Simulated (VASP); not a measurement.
Here is a VASP 6.6.1 calculation.

Contents of INCAR:

```
SYSTEM = Ru
PREC = Accurate ; ENCUT = 520
EDIFF = 1E-6 ; ISMEAR = -1
SIGMA = 0.03 ; LREAL = .False.
LASPH = .True. ; NELM = 60
ALGO = Normal ; ISIF = 2
LWAVE = .False. ; LCHARG = .False.
GGA = PE ; NBANDS = 21
```

File KPOINTS:

```
Automatic mesh
0
Gamma
  8 8 4
  0 0 0
```

File POSCAR:

```
Ru
1.0
    2.7058000000      0.0000000000      0.0000000000
   -1.3529000000      2.3432915376      0.0000000000
    0.0000000000      0.0000000000      4.2819000000
Ru
2
Direct
    0.6666666667      0.3333333333      0.7500000000
    0.3333333333      0.6666666667      0.2500000000
```

Potentials or basis: VASP PAW PBE potentials, release 64 (Ru_pv).

Launch:

```bash
$ cat potpaw_PBE.64/Ru_pv/POTCAR > POTCAR
$ mpirun -np 1 vasp_std > vasp.out
```

Question: What does it give for the band gap on the k mesh?

Answer: Zero (bands 14 and 15 overlap by 2.91 eV).

Question: Predict the pressure.

Answer: 4.3 GPa.

Stress tensor (GPa, compression positive):
```
4.59 0.00 0.00
0.00 4.59 0.00
0.00 0.00 3.79
```

Caveat: the k points lie up to 0.37 Å⁻¹ apart, too coarse for converged energies and pressures of a metal.
